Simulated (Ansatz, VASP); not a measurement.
## La5O in VASP and in Ansatz

INCAR

```
SYSTEM = La5O
  PREC = Accurate
  ENCUT = 520
  EDIFF = 1E-6
  ISMEAR = 0
  SIGMA = 0.1
  LREAL = .FALSE.
  LASPH = .TRUE.
  NELM = 60
  ALGO = Normal
  ISIF = 2
  LWAVE = .FALSE.
  LCHARG = .FALSE.
  GGA = PE
  NBANDS = 40
```

KPOINTS

```
Automatic mesh
0
G
  4 4 4
  0 0 0
```

Contents of POSCAR:

```
La5O
1.0
    0.0000000000      4.2969688100      4.2969688100
    4.2969688100      0.0000000000      4.2969688100
    4.2969688100      4.2969688100      0.0000000000
La O
5 1
Direct
    0.1250000000      0.6250000000      0.6250000000
    0.6250000000      0.6250000000      0.6250000000
    0.6250000000      0.1250000000      0.6250000000
    0.6250000000      0.6250000000      0.1250000000
    0.2500000000      0.2500000000      0.2500000000
    0.0000000000      0.0000000000      0.0000000000
```

Input for Ansatz:

```yaml
crystal:
  lattice:
    - [0.0, 4.29696881, 4.29696881]
    - [4.29696881, 0.0, 4.29696881]
    - [4.29696881, 4.29696881, 0.0]
  atoms:
    - { symbol: La, position: [0.125, 0.625, 0.625] }
    - { symbol: La, position: [0.625, 0.625, 0.625] }
    - { symbol: La, position: [0.625, 0.125, 0.625] }
    - { symbol: La, position: [0.625, 0.625, 0.125] }
    - { symbol: La, position: [0.25, 0.25, 0.25] }
    - { symbol: O, position: [0.0, 0.0, 0.0] }
basis:
  ecutwfc: 420
kpoints:
  mp_grid: { grid: [4, 4, 4] }
hamiltonian:
  xc: pbe
scf:
  occupations: { method: gaussian, width: 0.1 }
  lower_state_search: "off"
output:
  forces: true
  stress: true
  eigenvalues: true
```

Change from the starting cell: species swapped into the DyCu5 type (F-43m, No. 216).

Alike in both runs: task single point; functional PBE; k mesh 4 × 4 × 4; occupations gaussian, width 0.1 eV; no spin polarisation.

```csv
,VASP,Ansatz
version,VASP 6.6.1,Ansatz 0.2.0
potentials or method,"VASP PAW PBE potentials, release 64 (La, O), cutoff 520 eV","scalar-relativistic, plane waves, PAW"
valence electrons in the cell,61,61
```

```tsv
	VASP	Ansatz	Ansatz less VASP
gap on the k mesh at the Fermi level (eV)	none	none	-
pressure (GPa)	7.7	7.7	+0.04
```

A gap of «none» marks a metal or a gap that the smearing closes. The functional is the same, so the differences come from potentials, cutoffs and numerics.

Neither program's run includes spin-orbit coupling.
